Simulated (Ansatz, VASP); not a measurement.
# Two plane-wave programs on NbIn2Se3

```xyz
6
Lattice="3.6522 0.0000 0.0000 -1.8261 3.1629 0.0000 0.0000 0.0000 13.7271" Properties=species:S:1:pos:R:3 pbc="T T T"
Nb    0.0000    0.0000    6.8636
In    0.0000    2.1086    1.9716
In    1.8261    1.0543   11.7555
Se    0.0000    2.1086    8.4676
Se    1.8261    1.0543    5.2595
Se    0.0000    0.0000    0.0000
```

Alike in both runs: functional PBE; k mesh 12 × 12 × 4; occupations gaussian, width 0.1 eV; no spin polarisation.

Ansatz relaxed the structure, and its values are those at the end. VASP's run is a single point on that final structure, the one shown.

|  | VASP | Ansatz |
| --- | --- | --- |
| version | VASP 6.6.1 | Ansatz 0.2.0 |
| potentials or method | VASP PAW PBE potentials, release 64 (Nb_sv, In_d, Se), cutoff 520 eV | scalar-relativistic, plane waves, PAW |
| valence electrons in the cell | 57 | 87 |

```csv
,VASP,Ansatz,Ansatz less VASP
gap on the k mesh at the Fermi level (eV),none,none,-
pressure (GPa),0.0,0.0,+0.01
```

A gap of «none» marks a metal or a gap that the smearing closes. With one functional, cell and mesh, what is left measures potentials, basis and numerics. VASP's potentials hold 57 valence electrons a cell and Ansatz's 87, so a difference there can come from the potentials and not from the codes.
